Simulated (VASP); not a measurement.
The system is B2Sb3Os.

```
CELL_PARAMETERS angstrom
4.76323 0.00000 0.00000
0.00000 4.76323 0.00000
0.00000 0.00000 5.90397
ATOMIC_POSITIONS crystal
B 0.50000 0.50000 0.00000
B 0.00000 0.00000 0.00000
Sb 0.00000 0.50000 0.00000
Sb 0.50000 0.00000 0.00000
Sb 0.50000 0.50000 0.50000
Os 0.00000 0.00000 0.50000
```

The cell was generated, and may not be a known phase.

* Program: VASP 6.6.1
* Task: relaxation of cell and atoms
* Functional: PBE
* Potentials or basis: VASP PAW PBE potentials, release 64 (B, Sb, Os)
* Cutoff: 600 eV
* k mesh: 4 × 4 × 4
* Occupations: gaussian, width 0.1 eV
* Spin: no spin polarisation

At the start: pressure -11.9 GPa; volume 22.33 Å³/atom.

**Question.** How do energy, volume and symmetry change on relaxing?

**Answer.** Over 9 steps the energy falls by 546.7 meV/atom and the volume is 17.44 Å³/atom (-21.9 %); space group P4/mmm (No. 123, to 0.1 Å) before and after.

Step by step:
```csv
step,energy change (eV),largest force (eV/Å),pressure (GPa),volume (Å³)
1,0.0000,0.0000,-11.87,133.95
2,-2.0939,0.0000,2.81,104.11
3,-2.1565,0.0000,6.74,100.60
4,-2.7680,0.0000,16.44,93.58
5,-2.8662,0.0000,12.45,95.32
6,-3.2637,0.0000,-1.43,105.78
7,-3.2652,0.0000,-0.75,105.09
8,-3.2790,0.0000,-0.13,104.76
9,-3.2802,0.0000,0.14,104.63
```

Final structure:
```
CELL_PARAMETERS angstrom
4.79632 0.00000 0.00000
0.00000 4.79632 0.00000
0.00000 0.00000 4.54805
ATOMIC_POSITIONS crystal
B 0.50000 0.50000 0.00000
B 0.00000 0.00000 0.00000
Sb 0.00000 0.50000 0.00000
Sb 0.50000 0.00000 0.00000
Sb 0.50000 0.50000 0.50000
Os 0.00000 0.00000 0.50000
```

Caveat: the volume moved by over 15 % at a fixed basis, so the end points are rough.
